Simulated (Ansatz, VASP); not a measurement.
**One calculation of Sr, two programs**

Contents of INCAR:

```
SYSTEM = Sr
ALGO = Normal
EDIFF = 1E-6
ENCUT = 520
GGA = PS
ISIF = 2
ISMEAR = -1
LASPH = .True.
LCHARG = .False.
LREAL = .False.
LWAVE = .False.
NBANDS = 11
NELM = 60
PREC = Accurate
SIGMA = 0.1
```

KPOINTS

```
k-points
0
Gamma
  10 10 10
  0 0 0
```

The input POSCAR:

```
Sr
1.0
    3.6179667855      0.0000000000      0.0000000000
    0.0000000000      3.6179667855      0.0000000000
    0.0000000000      0.0000000000      3.6179667855
Sr
1
Direct
    0.0000000000      0.0000000000      0.0000000000
```

Input for Ansatz:

```yaml
crystal:
  lattice:
    - [3.6179667855, 0.0, 0.0]
    - [0.0, 3.6179667855, 0.0]
    - [0.0, 0.0, 3.6179667855]
  atoms:
    - { symbol: Sr, position: [0.0, 0.0, 0.0] }
hamiltonian:
  xc: pbesol
  pseudopotentials:
    kind: paw
    azcp:
      Sr: "pseudopotentials/Sr.paw.azcp"
basis:
  ecutwfc: 420
  fft_grid_basis: typed
kpoints:
  mp_grid: { grid: [10, 10, 10], shift: [0, 0, 0] }
magnetization:
  spin_polarized: false
scf:
  occupations: { method: fermi_dirac, width: 0.1 }
  lower_state_search: "off"
output:
  stress: true
  write_density: true
  write_potential: true
  elf: true
  volumetric_format: npy
```

Alike in both runs: task single point; functional PBEsol; k mesh 10 × 10 × 10; occupations fermi-dirac, width 0.1 eV; no spin polarisation.

|  | VASP | Ansatz |
| --- | --- | --- |
| version | VASP 6.6.1 | Ansatz 0.2.0 |
| potentials or method | VASP PAW PBE potentials, release 64 (Sr_sv), cutoff 520 eV | plane waves (420 eV) with PAW, scalar-relativistic |
| valence electrons in the cell | 10 | 10 |

```csv
,VASP,Ansatz,Ansatz less VASP
pressure (GPa),1.2,1.1,-0.03
```

VASP's potentials were made for PBE, not for PBEsol, and Ansatz warns of the same on its side. The functional is the same, so the differences come from potentials, cutoffs and numerics.
